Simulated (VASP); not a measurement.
# YHgTe2 (P6/mmm) in VASP: relaxation of cell and atoms with PBE

Aim: the relaxation of cell and atoms of YHgTe2 with PBE.

Everything below comes from runs of VASP 6.6.1. Logs are shortened: lines on timing, memory, paths and dates and some standing lists are left out, and cuts for length are marked.

## (1) The cell of the first run

It takes space group P6/mmm (No. 191, hexagonal). Conventional cell: a = 4.559 Å, b = 4.559 Å, c = 10.778 Å, α = 90.00°, β = 90.00°, γ = 120.00°. Within 3.7 Å of Y (site symmetry 6/mmm) lie 2 Te at 2.77 Å. Within 3.4 Å of Hg (site symmetry 6/mmm) lie 2 Te at 2.62 Å. Within 3.4 Å of Te (site symmetry 6mm) lie 1 Hg at 2.62 Å and 1 Y at 2.77 Å.

The cell was generated, and may not be a known phase.

## (2) Relaxation of cell and atoms, PBE

INCAR reads:

```
PREC = Accurate
ENCUT = 600
EDIFF = 1E-6
ISMEAR = 0
SIGMA = 0.1
LREAL = False
LASPH = True
NELM = 100
ALGO = Normal
ISIF = 3
LWAVE = False
LCHARG = False
GGA = PE
IBRION = 2
NSW = 100
EDIFFG = -0.01
```

KPOINTS reads:

```
Automatic mesh
0
Gamma
  12 12 6
```

POSCAR reads:

```
YHgTe2
1.0
    4.5594969007      0.0000000000      0.0000000000
   -2.2797484503      3.9486401445      0.0000000000
    0.0000000000      0.0000000000     10.7776735937
Y Hg Te
1 1 2
Direct
    0.0000000000      0.0000000000      0.5000000000
    0.0000000000      0.0000000000      0.0000000000
    0.0000000000      0.0000000000      0.2426434754
    0.0000000000      0.0000000000      0.7573565246
```

Potentials or basis: VASP PAW PBE potentials, release 64 (Y_sv, Hg, Te).

Started as:

```console
> cat potpaw_PBE.64/Y_sv/POTCAR potpaw_PBE.64/Hg/POTCAR potpaw_PBE.64/Te/POTCAR > POTCAR
> mpirun -np 1 vasp_std > vasp.out
```

OUTCAR:

```text
PREC = Accurate
   ENCUT = 600
   EDIFF = 1E-6
   ISMEAR = 0
   LREAL = False
   LASPH = True
   NELM = 100
   ISIF = 3
   GGA = PE
   IBRION = 2
   NSW = 100
   EDIFFG = -0.01

 ion  position               nearest neighbor table
   1  0.000  0.000  0.500-   3 2.77   4 2.77
   2  0.000  0.000  0.000-   3 2.62   4 2.62
   3  0.000  0.000  0.243-   2 2.62   1 2.77
   4  0.000  0.000  0.757-   2 2.62   1 2.77

  LATTYP: Found a hexagonal cell.
 ALAT       =     4.5594969007
 C/A-ratio  =     2.3637857045

  Lattice vectors:

 A1 = (   4.5594969007,   0.0000000000,   0.0000000000)
 A2 = (  -2.2797484503,   3.9486401445,   0.0000000000)
 A3 = (   0.0000000000,   0.0000000000,  10.7776735937)

Analysis of symmetry for initial positions (statically):
=====================================================================
 Subroutine PRICEL returns:
 Original cell was already a primitive cell.

 Routine SETGRP: Setting up the symmetry group for a
 hexagonal supercell.

 Subroutine GETGRP returns: Found 24 space group operations
 (whereof 24 operations were pure point group operations)
 out of a pool of 24 trial point group operations.

The static configuration has the point symmetry D_6h.

Analysis of symmetry for dynamics (positions and initial velocities):
=====================================================================
 Subroutine PRICEL returns:
 Original cell was already a primitive cell.

 Routine SETGRP: Setting up the symmetry group for a
 hexagonal supercell.

 Subroutine GETGRP returns: Found 24 space group operations
 (whereof 24 operations were pure point group operations)
 out of a pool of 24 trial point group operations.

The dynamic configuration has the point symmetry D_6h.

 Subroutine INISYM returns: Found 24 space group operations
 (whereof 24 operations are pure point group operations),
 and found     1 'primitive' translations

----------------------------------------------------------------------------------------

                                     Primitive cell

  volume of cell :     194.0392

  direct lattice vectors                    reciprocal lattice vectors
     4.559496901  0.000000000  0.000000000     0.219322443  0.126625872  0.000000000
    -2.279748450  3.948640145  0.000000000     0.000000000  0.253251743  0.000000000
     0.000000000  0.000000000 10.777673594     0.000000000  0.000000000  0.092784402

  length of vectors
     4.559496901  4.559496901 10.777673594     0.253251743  0.253251743  0.092784402

  position of ions in fractional coordinates (direct lattice)
     0.000000000  0.000000000  0.500000000
     0.000000000  0.000000000  0.000000000
     0.000000000  0.000000000  0.242643475
     0.000000000  0.000000000  0.757356525

  ion indices of the primitive-cell ions
   primitive index   ion index
                 1           1
                 2           2
                 3           3
                 4           4

----------------------------------------------------------------------------------------

 KPOINTS: Automatic mesh

Automatic generation of k-mesh.
 Grid dimensions read from file:
 generate k-points for:   12   12    6

 Generating k-lattice:

  Cartesian coordinates                     Fractional coordinates (reciprocal lattice)
     0.018276870  0.010552156  0.000000000     0.083333333  0.000000000  0.000000000
     0.000000000  0.021104312  0.000000000     0.000000000  0.083333333  0.000000000
     0.000000000  0.000000000  0.015464067     0.000000000  0.000000000  0.166666667

  Length of vectors
     0.021104312  0.021104312  0.015464067

  Shift w.r.t. Gamma in fractional coordinates (k-lattice)
     0.000000000  0.000000000  0.000000000

 Subroutine IBZKPT returns following result:
 ===========================================

 Found     76 irreducible k-points:

 Following reciprocal coordinates:
            Coordinates               Weight
  0.000000  0.000000  0.000000      1.000000
  0.083333 -0.000000  0.000000      6.000000
  0.166667  0.000000  0.000000      6.000000
  0.250000 -0.000000  0.000000      6.000000
  0.333333 -0.000000  0.000000      6.000000
  0.416667 -0.000000  0.000000      6.000000
[... 16 lines left out ...]
  0.250000 -0.000000  0.166667     12.000000
  0.333333 -0.000000  0.166667     12.000000
 [... further k-points ...]
   k-points           NKPTS =     76   k-points in BZ     NKDIM =     76   number of bands    NBANDS=     21
   number of dos      NEDOS =    301   number of ions     NIONS =      4
   total plane-waves  NPLWV = 116640
   dimension x,y,z NGX =    36 NGY =   36 NGZ =   90
   dimension x,y,z NGXF=    72 NGYF=   72 NGZF=  180
   ions per type =               1   1   2
   NGX,Y,Z   is equivalent  to a cutoff of  13.13, 13.13, 13.88 a.u.
   NGXF,Y,Z  is equivalent  to a cutoff of  26.25, 26.25, 27.77 a.u.
 SYSTEM =  unknown system
   PREC   = accura    normal or accurate (medium, high low for compatibility)
   ISTART =      0    job   : 0-new  1-cont  2-samecut
   ICHARG =      2    charge: 1-file 2-atom 10-const
   ISPIN  =      1    spin polarized calculation?
   LNONCOLLINEAR =      F non collinear calculations
   LSORBIT =      F    spin-orbit coupling
   LASPH  =      T    aspherical Exc in radial PAW
   ENCUT  =  600.0 eV  44.10 Ry    6.64 a.u.   9.11  9.11 21.53*2*pi/ulx,y,z
   NELM   =    100;   NELMIN=  2; NELMDL= -5     # of ELM steps
   EDIFF  = 0.1E-05   stopping-criterion for ELM
   LREAL  =      F    real-space projection
   EDIFFG = -.1E-01   stopping-criterion for IOM
   NSW    =    100    number of steps for IOM
   IBRION =      2    ionic relax: 0-MD 1-quasi-New 2-CG
   NFREE  =      1    steps in history (QN), initial steepest desc. (CG)
   ISIF   =      3    stress and relaxation
   ISYM   =      2    0-nonsym 1-usesym 2-fastsym
   POTIM  = 0.5000    time-step for ionic-motion
   TEBEG  =    0.0;   TEEND  =   0.0 temperature during run
   PSTRESS=    0.0 pullay stress
   NELECT =      35.0000    total number of electrons
   NUPDOWN=      -1.0000    fix difference up-down
   EMIN   =  10.00;   EMAX   =-10.00  energy-range for DOS
   EFERMI =   0.00;   METHOD = LEGACY
   ISMEAR =     0;   SIGMA  =   0.10  broadening in eV -4-tet -1-fermi 0-gaus
   EFERMI_NEDOS =   21; number of points for ismear=-14 and -15
   IALGO  =     38    algorithm
   IMIX   =      4    mixing-type and parameters
     AMIX     =   0.40;   BMIX     =  1.00
     AMIX_MAG =   1.60;   BMIX_MAG =  1.00
  volume/ion in A,a.u.               =      48.51       327.36
  Fermi-wavevector in a.u.,A,eV,Ry     =   0.924984  1.747967 11.641089  0.855596
  Thomas-Fermi vector in A             =   2.050789
   LORBIT       =      0    0 simple, 1 ext, 2 COOP (PROOUT), +10 PAW based schemes
   GGA     = PE    functional components
   LHFCALC =     F    Hartree Fock is set to
   AEXX    =    0.0000 exact exchange contribution
   IVDW    =     0    specifies the selected vdW correction
   LEPSILON=     F    determine dielectric tensor
   LRPA    =     F    only Hartree local field effects (RPA)
 conjugate gradient relaxation of ions
 non-spin polarized calculation
 Gauss-broadening in eV      SIGMA  =   0.10
  energy-cutoff  :      600.00
  volume of cell :      194.04
 maximum number of plane-waves:      6502
   NGX = 19   NGY = 19   NGZ = 43

--------------------------------------- Ionic step        1  -------------------------------------------

 number of electron      35.0000005 magnetization

 Free energy of the ion-electron system (eV)
  ---------------------------------------------------
  ext. energy  EPLUGINS =         0.00000000
  ---------------------------------------------------
  free energy    TOTEN  =       -12.06360746 eV

  energy without entropy =      -12.04983228  energy(sigma->0) =      -12.05671987

------------------------ aborting loop because EDIFF is reached ----------------------------------------

  FORCE on cell =-STRESS in cart. coord.  units (eV):
  Direction    XX          YY          ZZ          XY          YZ          ZX
  --------------------------------------------------------------------------------------
  -------------------------------------------------------------------------------------
  Total       -0.0097600     -0.0097600      0.1979921     -0.0000000      0.0000000      0.0000000
  in kB       -0.0805881     -0.0805881      1.6348164     -0.0000000      0.0000000      0.0000000
  external PRESSURE =       0.4912134 kB  Pullay stress =       0.0000000 kB
[... 99 lines left out ...]
  energy  without entropy=      -12.0499835215  energy(sigma->0) =      -12.05690801

--------------------------------------- Ionic step        4  -------------------------------------------

 number of electron      35.0000006 magnetization

 Free energy of the ion-electron system (eV)
  ---------------------------------------------------
  ext. energy  EPLUGINS =         0.00000000
  ---------------------------------------------------
  free energy    TOTEN  =       -12.06395105 eV

  energy without entropy =      -12.05022999  energy(sigma->0) =      -12.05709052

 E-fermi :   1.2744     XC(G=0):  -7.3988

 val. band max:        1.2627584707   @ k =   0.5000  -0.0000   0.5000
 cond. band min:       1.2867729924   @ k =   0.2500   0.1667   0.0000
 fundamental gap:      0.0240145217
 Fermi energy:         1.2744196234

 k-point     1 :       0.0000    0.0000    0.0000
  band No.  band energies     occupation
      1     -42.5790      2.00000
      2     -22.5664      2.00000
      3     -22.5664      2.00000
      4     -22.5045      2.00000
      5      -9.9681      2.00000
      6      -9.1341      2.00000
[... 550 lines left out ...]
      5      -9.7981      2.00000
      6      -9.0072      2.00000
[... 13 lines left out ...]
     20       2.2352      0.00000
     21       3.0271      0.00000

 [... further k-points ...]

------------------------ aborting loop because EDIFF is reached ----------------------------------------

  FORCE on cell =-STRESS in cart. coord.  units (eV):
  Direction    XX          YY          ZZ          XY          YZ          ZX
  --------------------------------------------------------------------------------------
  -------------------------------------------------------------------------------------
  Total       -0.0018931     -0.0018931      0.0137869     -0.0000000     -0.0000000     -0.0000000
  in kB       -0.0156258     -0.0156258      0.1138000     -0.0000000     -0.0000000     -0.0000000
  external PRESSURE =       0.0275161 kB  Pullay stress =       0.0000000 kB
[... 19 lines left out ...]
  FREE ENERGIE OF THE ION-ELECTRON SYSTEM (eV)
  ---------------------------------------------------
  free  energy   TOTEN  =       -12.0639510495 eV

  energy  without entropy=      -12.0502299853  energy(sigma->0) =      -12.05709052

 reached required accuracy - stopping structural energy minimisation
```

Run time: 29 min. Hardware: 1 thread of Intel Xeon 8259CL, shared host; peak memory 0.73 GiB.

Results:

```yaml
Free_energy: -12.0640 eV
Relaxed_volume: 48.53 Å³/atom
Relaxed_cell: a = 4.558 Å, b = 4.558 Å, c = 10.786 Å, α = 90.00°, β = 90.00°, γ = 120.00°
Space_group_after_relaxing_to_0.1_Å: P6/mmm (No. 191)
Energy_gained_by_relaxing: 0.1 meV/atom
Ionic_steps: 4
Pressure_after_relaxing: 0.0 GPa
Band_gap_on_the_k_mesh: zero (an odd number of electrons rules out a gap without spin polarisation)
```

The path:
| step | energy change (eV) | largest force (eV/Å) | pressure (GPa) | volume (Å³) |
| --- | --- | --- | --- | --- |
| 1 | 0.0000 | 0.0642 | 0.05 | 194.04 |
| 2 | 0.0000 | 0.0150 | -0.11 | 194.46 |
| 3 | -0.0002 | 0.0381 | -0.03 | 194.26 |
| 4 | -0.0003 | 0.0006 | 0.00 | 194.10 |

Final structure:
```cif
data_structure
_symmetry_space_group_name_H-M 'P 1'
_symmetry_Int_Tables_number 1
_cell_length_a 4.5584
_cell_length_b 4.5584
_cell_length_c 10.7864
_cell_angle_alpha 90.000
_cell_angle_beta 90.000
_cell_angle_gamma 120.000
_cell_volume 194.10
loop_
_atom_site_label
_atom_site_type_symbol
_atom_site_fract_x
_atom_site_fract_y
_atom_site_fract_z
_atom_site_occupancy
Y1 Y 0.00000 0.00000 0.50000 1
Hg1 Hg 0.00000 0.00000 0.00000 1
Te1 Te 0.00000 0.00000 0.24302 1
Te2 Te 0.00000 0.00000 0.75698 1
```

Levels at points of the mesh, in eV from the Fermi level:
```csv
k point,band 14,band 15,band 16,band 17,band 18,band 19,band 20,band 21
"(0.00, 0.00, 0.00)",-1.52,-0.49,-0.49,-0.31,-0.31,0.23,1.33,1.33
"(0.50, 0.00, 0.00)",-2.21,-2.16,-0.87,-0.77,-0.07,0.60,0.94,1.78
"(0.00, 0.00, 0.50)",-1.27,-0.73,-0.73,0.05,0.05,1.33,1.33,1.44
"(0.50, 0.00, 0.50)",-2.52,-1.94,-1.13,-0.39,-0.01,0.75,1.77,2.17
```

Caveat: spin-orbit coupling is left out, which moves the levels of the heavy elements; an odd number of electrons without spin polarisation forces a metal; a magnetic or distorted state may lie lower.

The gap in the log of VASP goes by the Fermi energy; the results here count the filled bands.